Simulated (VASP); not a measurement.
# MgZn4O (I-42m) in VASP: relaxation of cell and atoms with PBE

Aim: the relaxation of cell and atoms of MgZn4O with PBE.

All numbers are computed with VASP 6.6.1; they aren't measurements. Logs are shortened: lines on timing, memory, paths and dates and some standing lists are left out, and cuts for length are marked.

### 1 The cell of the first run

The structure is tetragonal, space group I-42m (No. 121). The conventional cell has a = 4.909 Å, b = 4.909 Å, c = 6.699 Å, α = 90.00°, β = 90.00°, γ = 90.00°. Within 3.2 Å of Mg (site symmetry -42m) lie 8 Zn at 2.45 to 2.76 Å. Within 1.9 Å of Zn (site symmetry m) lie 1 O at 1.45 Å. O (site symmetry -42m) has 4 Zn at 1.45 Å within 1.9 Å.

The cell was built from a structure type or drawn by symmetry, and may not be a known phase.

### 2 Relaxation of cell and atoms, PBE

Contents of INCAR:

```
SYSTEM = MgZn4O
  PREC = Accurate
  ENCUT = 600
  EDIFF = 1E-6
  ISMEAR = 0
  SIGMA = 0.2
  LREAL = .False.
  LASPH = .True.
  NELM = 80
  ALGO = Normal
  ISIF = 3
  LWAVE = .False.
  LCHARG = .False.
  GGA = PE
  IBRION = 2
  NSW = 36
  EDIFFG = -0.08
```

Contents of KPOINTS:

```
regular mesh
0
Gamma
  5 5 5
  0 0 0
```

Contents of POSCAR:

```
MgZn4O
1.0
   -2.4546426300      2.4546426300      3.3497201100
    2.4546426300     -2.4546426300      3.3497201100
    2.4546426300      2.4546426300     -3.3497201100
Mg Zn O
1 4 1
Direct
    0.5000000000      0.5000000000      0.0000000000
    0.7045722600      0.7045722600      0.6626581000
    0.9580858300      0.2954277400      0.0000000000
    0.0419141700      0.0419141700      0.3373419000
    0.2954277400      0.9580858300      0.0000000000
    0.0000000000      0.0000000000      0.0000000000
```

Potentials or basis: VASP PAW PBE potentials, release 64 (Mg, Zn, O).

Started as:

```sh
> cat potpaw_PBE.64/Mg/POTCAR potpaw_PBE.64/Zn/POTCAR potpaw_PBE.64/O/POTCAR > POTCAR
> mpirun -np 1 vasp_std > vasp.out
```

OUTCAR:

```text
SYSTEM = MgZn4O
   PREC = Accurate
   ENCUT = 600
   EDIFF = 1E-6
   ISMEAR = 0
   LREAL = .False.
   LASPH = .True.
   NELM = 80
   ISIF = 3
   GGA = PE
   IBRION = 2
   NSW = 36
   EDIFFG = -0.08

 ion  position               nearest neighbor table
   1  0.500  0.500  0.000-   3 2.45   5 2.45   4 2.45   2 2.45   2 2.76   5 2.76   3 2.76   4 2.76

   2  0.705  0.705  0.663-   6 1.45   4 2.34   5 2.37   3 2.37   1 2.45   1 2.76
   3  0.958  0.295  0.000-   6 1.45   5 2.34   4 2.37   2 2.37   1 2.45   1 2.76
   4  0.042  0.042  0.337-   6 1.45   2 2.34   3 2.37   5 2.37   1 2.45   1 2.76
   5  0.295  0.958  0.000-   6 1.45   3 2.34   4 2.37   2 2.37   1 2.45   1 2.76
   6  0.000  0.000  0.000-   4 1.45   2 1.45   3 1.45   5 1.45

  LATTYP: Found a body centered tetragonal cell.
 ALAT       =     4.9092852600
 C/A-ratio  =     1.3646467592

  Lattice vectors:

 A1 = (  -2.4546426300,   2.4546426300,   3.3497201100)
 A2 = (   2.4546426300,  -2.4546426300,   3.3497201100)
 A3 = (   2.4546426300,   2.4546426300,  -3.3497201100)

Analysis of symmetry for initial positions (statically):
=====================================================================
 Subroutine PRICEL returns:
 Original cell was already a primitive cell.

 Routine SETGRP: Setting up the symmetry group for a
 body centered tetragonal supercell.

 Subroutine GETGRP returns: Found  8 space group operations
 (whereof  8 operations were pure point group operations)
 out of a pool of 16 trial point group operations.

The static configuration has the point symmetry D_2d.

Analysis of symmetry for dynamics (positions and initial velocities):
=====================================================================
 Subroutine PRICEL returns:
 Original cell was already a primitive cell.

 Routine SETGRP: Setting up the symmetry group for a
 body centered tetragonal supercell.

 Subroutine GETGRP returns: Found  8 space group operations
 (whereof  8 operations were pure point group operations)
 out of a pool of 16 trial point group operations.

The dynamic configuration has the point symmetry D_2d.

 Subroutine INISYM returns: Found  8 space group operations
 (whereof  8 operations are pure point group operations),
 and found     1 'primitive' translations

----------------------------------------------------------------------------------------

                                     Primitive cell

[... 83 lines left out ...]
   ISTART =      0    job   : 0-new  1-cont  2-samecut
   ICHARG =      2    charge: 1-file 2-atom 10-const
   ISPIN  =      1    spin polarized calculation?
   LNONCOLLINEAR =      F non collinear calculations
   LSORBIT =      F    spin-orbit coupling
   LASPH  =      T    aspherical Exc in radial PAW
   ENCUT  =  600.0 eV  44.10 Ry    6.64 a.u.   9.63  9.63  9.63*2*pi/ulx,y,z
   NELM   =     80;   NELMIN=  2; NELMDL= -5     # of ELM steps
   EDIFF  = 0.1E-05   stopping-criterion for ELM
   LREAL  =      F    real-space projection
   EDIFFG = -.8E-01   stopping-criterion for IOM
   NSW    =     36    number of steps for IOM
   IBRION =      2    ionic relax: 0-MD 1-quasi-New 2-CG
   NFREE  =      1    steps in history (QN), initial steepest desc. (CG)
   ISIF   =      3    stress and relaxation
   ISYM   =      2    0-nonsym 1-usesym 2-fastsym
   POTIM  = 0.5000    time-step for ionic-motion
   TEBEG  =    0.0;   TEEND  =   0.0 temperature during run
   PSTRESS=    0.0 pullay stress
   NELECT =      56.0000    total number of electrons
   NUPDOWN=      -1.0000    fix difference up-down
   EMIN   =  10.00;   EMAX   =-10.00  energy-range for DOS
   EFERMI =   0.00;   METHOD = LEGACY
   ISMEAR =     0;   SIGMA  =   0.20  broadening in eV -4-tet -1-fermi 0-gaus
   EFERMI_NEDOS =   21; number of points for ismear=-14 and -15
   IALGO  =     38    algorithm
   IMIX   =      4    mixing-type and parameters
     AMIX     =   0.40;   BMIX     =  1.00
     AMIX_MAG =   1.60;   BMIX_MAG =  1.00
  volume/ion in A,a.u.               =      13.46        90.80
  Fermi-wavevector in a.u.,A,eV,Ry     =   1.449181  2.738554 28.573924  2.100124
  Thomas-Fermi vector in A             =   2.566937
   LORBIT       =      0    0 simple, 1 ext, 2 COOP (PROOUT), +10 PAW based schemes
   GGA     = PE    functional components
   LHFCALC =     F    Hartree Fock is set to
   AEXX    =    0.0000 exact exchange contribution
   IVDW    =     0    specifies the selected vdW correction
   LEPSILON=     F    determine dielectric tensor
   LRPA    =     F    only Hartree local field effects (RPA)
 conjugate gradient relaxation of ions
 non-spin polarized calculation
 Gauss-broadening in eV      SIGMA  =   0.20
  energy-cutoff  :      600.00
  volume of cell :       80.73
 maximum number of plane-waves:      2708
   NGX = 19   NGY = 19   NGZ = 19

--------------------------------------- Ionic step        1  -------------------------------------------

 number of electron      55.9999973 magnetization

 Free energy of the ion-electron system (eV)
  ---------------------------------------------------
  ext. energy  EPLUGINS =         0.00000000
  ---------------------------------------------------
  free energy    TOTEN  =         6.81735259 eV

  energy without entropy =        6.82934203  energy(sigma->0) =        6.82334731

------------------------ aborting loop because EDIFF is reached ----------------------------------------

  FORCE on cell =-STRESS in cart. coord.  units (eV):
  Direction    XX          YY          ZZ          XY          YZ          ZX
  --------------------------------------------------------------------------------------
  -------------------------------------------------------------------------------------
  Total       55.4743278     55.4743278     59.0449984      0.0000000      0.0000000      0.0000000
  in kB     1100.9245946   1100.9245946   1171.7869075      0.0000000      0.0000000      0.0000000
  external PRESSURE =    1124.5453656 kB  Pullay stress =       0.0000000 kB
[... 1414 lines left out ...]
     32       6.3589      0.00000
     33       6.8632      0.00000

[... ionic steps 4 to 17 ...]

--------------------------------------- Ionic step       18  -------------------------------------------

 number of electron      55.9999989 magnetization

------------------------ aborting loop because EDIFF is reached ----------------------------------------
[... 75 lines left out ...]
--------------------------------------- Ionic step       20  -------------------------------------------

 number of electron      56.0000004 magnetization

 Free energy of the ion-electron system (eV)
  ---------------------------------------------------
  ext. energy  EPLUGINS =         0.00000000
  ---------------------------------------------------
  free energy    TOTEN  =       -12.31621695 eV

  energy without entropy =      -12.28725628  energy(sigma->0) =      -12.30173662

 E-fermi :   1.9123     XC(G=0): -10.0196

 val. band max:        1.7987870095   @ k =   0.2000   0.2000   0.0000
 cond. band min:       1.9457134821   @ k =  -0.2000  -0.2000   0.2000
 fundamental gap:      0.1469264726
 Fermi energy:         1.9123039880
[... 679 lines left out ...]
  FREE ENERGIE OF THE ION-ELECTRON SYSTEM (eV)
  ---------------------------------------------------
  free  energy   TOTEN  =       -12.3162169493 eV

  energy  without entropy=      -12.2872562844  energy(sigma->0) =      -12.30173662

 reached required accuracy - stopping structural energy minimisation
```

OSZICAR:

```text
N       E                     dE             d eps       ncg     rms          rms(c)
DAV:   1     0.456801173420E+03    0.45680E+03   -0.30145E+04  1188   0.276E+03
DAV:   2     0.563927413527E+02   -0.40041E+03   -0.39186E+03  1188   0.503E+02
DAV:   3     0.434294735905E+01   -0.52050E+02   -0.51502E+02  1275   0.179E+02
[... 281 lines left out ...]
DAV:   4    -0.123165906837E+02    0.20122E-02   -0.34422E-03  1222   0.456E-01    0.150E-01
DAV:   5    -0.123162232366E+02    0.36745E-03   -0.68060E-04  1551   0.193E-01    0.264E-02
DAV:   6    -0.123162144608E+02    0.87758E-05   -0.19367E-04  1588   0.101E-01    0.132E-02
DAV:   7    -0.123162166071E+02   -0.21463E-05   -0.40779E-05  1223   0.378E-02    0.526E-03
DAV:   8    -0.123162169493E+02   -0.34222E-06   -0.44507E-06  1188   0.198E-02
  20 F= -.12316217E+02 E0= -.12301737E+02  d E =-.105078E-02
```

Wall time 9 min (1 thread of Intel Xeon 6975P-C (Granite Rapids), shared host); peak memory 0.29 GiB.

Results:

* Free energy: -12.3162 eV
* Relaxed volume: 17.27 Å³/atom
* Relaxed cell: a = 5.424 Å, b = 5.424 Å, c = 5.424 Å, α = 124.73°, β = 124.73°, γ = 81.98°
* Space group after relaxing (to 0.1 Å): I-42m (No. 121)
* Energy gained by relaxing: 3188.9 meV/atom
* Ionic steps: 20
* Pressure after relaxing: -0.4 GPa
* Largest force after relaxing: 0.045 eV/Å
* Band gap on the k mesh: zero (bands 28 and 29 overlap by 0.25 eV)

Forces on the atoms (eV/Å):
```
Mg   0.000  0.000  0.000
Zn   0.016  0.016  0.039
Zn  -0.016  0.016 -0.039
Zn  -0.016 -0.016  0.039
Zn   0.016 -0.016 -0.039
O    0.000  0.000  0.000
```

Stress tensor (GPa, compression positive):
```
-0.23  0.00  0.00
 0.00 -0.23  0.00
 0.00  0.00 -0.61
```

Step by step:
```tsv
step	energy change (eV)	largest force (eV/Å)	pressure (GPa)	volume (Å³)
1	0.0000	26.6320	112.45	80.73
2	-10.2590	0.4700	-8.33	248.96
3	-10.8938	0.4041	-7.99	233.63
4	-11.4038	0.3375	-7.79	221.12
5	-15.4716	1.2031	-6.33	139.36
6	-17.7099	1.8917	0.36	107.39
7	-17.7699	1.4052	12.54	93.43
8	-17.9241	1.7481	4.26	101.19
9	-17.9468	1.6479	6.21	98.96
10	-17.9459	1.6667	5.81	99.35
11	-18.4571	1.1314	0.48	107.27
12	-18.6236	0.7904	-3.26	115.75
13	-18.8375	0.4073	-1.55	112.07
14	-18.9095	0.4796	0.74	108.54
15	-19.0016	0.4192	0.07	108.24
16	-19.0907	0.3269	-1.15	107.38
17	-19.1290	0.1600	-0.14	103.99
18	-19.1325	0.0924	0.46	102.55
19	-19.1325	0.1001	0.38	102.71
20	-19.1336	0.0447	-0.35	103.62
```

Final structure:
```cif
data_structure
_symmetry_space_group_name_H-M 'P 1'
_symmetry_Int_Tables_number 1
_cell_length_a 5.4237
_cell_length_b 5.4237
_cell_length_c 5.4237
_cell_angle_alpha 124.733
_cell_angle_beta 124.733
_cell_angle_gamma 81.980
_cell_volume 103.62
loop_
_atom_site_label
_atom_site_type_symbol
_atom_site_fract_x
_atom_site_fract_y
_atom_site_fract_z
_atom_site_occupancy
Mg1 Mg 0.50000 0.50000 0.00000 1
Zn1 Zn 0.62297 0.62297 0.63090 1
Zn2 Zn 0.00794 0.37703 0.00000 1
Zn3 Zn 0.99206 0.99206 0.36910 1
Zn4 Zn 0.37703 0.00794 0.00000 1
O1 O 0.00000 0.00000 0.00000 1
```

Levels at points of the mesh, in eV from the Fermi level:
```
           k point  band 24  band 25  band 26  band 27  band 28  band 29  band 30  band 31  band 32  band 33
(0.00, 0.00, 0.00)    -3.79    -3.79    -0.63    -0.42    -0.42     0.60     2.22     2.34     2.34     3.78
```

Caveat: the volume moved by over 15 % at a fixed basis, so the end points are rough; semilocal functionals underestimate gaps, so a narrow gap can read as zero; the relaxation stopped at a loose force limit of 0.08 eV/Å, so its end isn't a converged minimum.
